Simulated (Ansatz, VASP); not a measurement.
La2NbO3 in VASP and in Ansatz

```xyz
6
Lattice="3.5399 0.0000 0.0000 0.0000 3.5399 0.0000 0.0000 0.0000 7.7654" Properties=species:S:1:pos:R:3 pbc="T T T"
La    0.0000    1.7700    5.7249
La    1.7700    0.0000    2.0405
Nb    0.0000    0.0000    0.0000
O     1.7700    1.7700    0.0000
O     0.0000    1.7700    2.9307
O     1.7700    0.0000    4.8347
```

Change from the starting cell: species swapped into the Hf2CuSb3 type (P-4m2, No. 115).

Alike in both runs: task single point; functional PBE; k mesh 6 × 6 × 2; occupations gaussian, width 0.1 eV; collinear spin.

|  | VASP | Ansatz |
| --- | --- | --- |
| version | VASP 6.6.1 | Ansatz 0.2.0 |
| potentials or method | VASP PAW PBE potentials, release 64 (La, Nb_sv, O), cutoff 520 eV | scalar-relativistic, plane waves, PAW |
| valence electrons in the cell | 53 | 53 |

|  | VASP | Ansatz | Ansatz less VASP |
| --- | --- | --- | --- |
| gap on the k mesh at the Fermi level (eV) | none | none | - |
| pressure (GPa) | -1.3 | -1.1 | +0.17 |
| traceless stress, the component that is largest in VASP (GPa) | 13.61 | 13.61 | -0.007 |
| rms of the force components (eV/Å) | 2.139 | 2.135 | -0.0041 |
| net moment per atom (μB) | 0.37 | 0.37 | -0.001 |
| size of the moment on the site where the two differ most (μB) | 1.34 | 1.09 | -0.251 |

Site moments also hang on the region over which each program counts them. Atom by atom the forces differ by 0.004 eV/Å (rms over components). A gap of «none» marks a metal or a gap that the smearing closes. Ansatz's warnings: no starting moments.

The k mesh is coarse, so the values compare programs but aren't converged. Spin-orbit coupling is off throughout.
